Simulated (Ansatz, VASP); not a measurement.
## One calculation of Ti, two programs

Contents of INCAR:

```
  ALGO = Fast
  EDIFF = 1E-6
  ENCUT = 520
  GGA = PE
  ISIF = 2
  ISMEAR = 0
  LASPH = T
  LCHARG = F
  LREAL = F
  LWAVE = F
  NBANDS = 19
  NELM = 80
  PREC = Accurate
  SIGMA = 0.15
```

File KPOINTS:

```
k-points
0
Gamma
  18 18 10
```

POSCAR

```
Ti
1.0
    2.9499978604      0.0000000000      0.0221249840
   -1.4749989302      2.5547730882     -0.0110624920
    0.0351450000      0.0000000000      4.6860000000
Ti
2
Direct
    0.3333333333      0.6666666667      0.2500000000
    0.6666666667      0.3333333333      0.7500000000
```

Input for Ansatz:

```yaml
crystal:
  lattice:
    - [2.9499978604, 0.0, 0.022124984]
    - [-1.4749989302, 2.5547730882, -0.011062492]
    - [0.035145, 0.0, 4.686]
  atoms:
    - { symbol: Ti, position: [0.3333333333, 0.6666666667, 0.25] }
    - { symbol: Ti, position: [0.6666666667, 0.3333333333, 0.75] }
basis:
  ecutwfc: 420
kpoints:
  mp_grid: { grid: [18, 18, 10] }
hamiltonian:
  xc: pbe
scf:
  occupations: { method: gaussian, width: 0.15 }
output:
  forces: true
  stress: true
  eigenvalues: true
```

Change from the starting cell: strain +0.0150 x Voigt [0, 0, 0, 0, 1, 0], atoms carried along.

Alike in both runs: task single point; functional PBE; k mesh 18 × 18 × 10; occupations gaussian, width 0.15 eV; no spin polarisation.

```csv
,VASP,Ansatz
version,VASP 6.6.1,Ansatz 0.2.0
potentials or method,"VASP PAW PBE potentials, release 64 (Ti_sv), cutoff 520 eV","scalar-relativistic, plane waves, PAW"
valence electrons in the cell,24,24
```

```tsv
	VASP	Ansatz	Ansatz less VASP
gap on the k mesh at the Fermi level (eV)	none	none	-
pressure (GPa)	-2.1	-1.6	+0.43
traceless stress, the component that is largest in VASP (GPa)	-0.62	-0.62	-0.003
```

A gap of «none» marks a metal or a gap that the smearing closes. With one functional, cell and mesh, what is left measures potentials, basis and numerics.
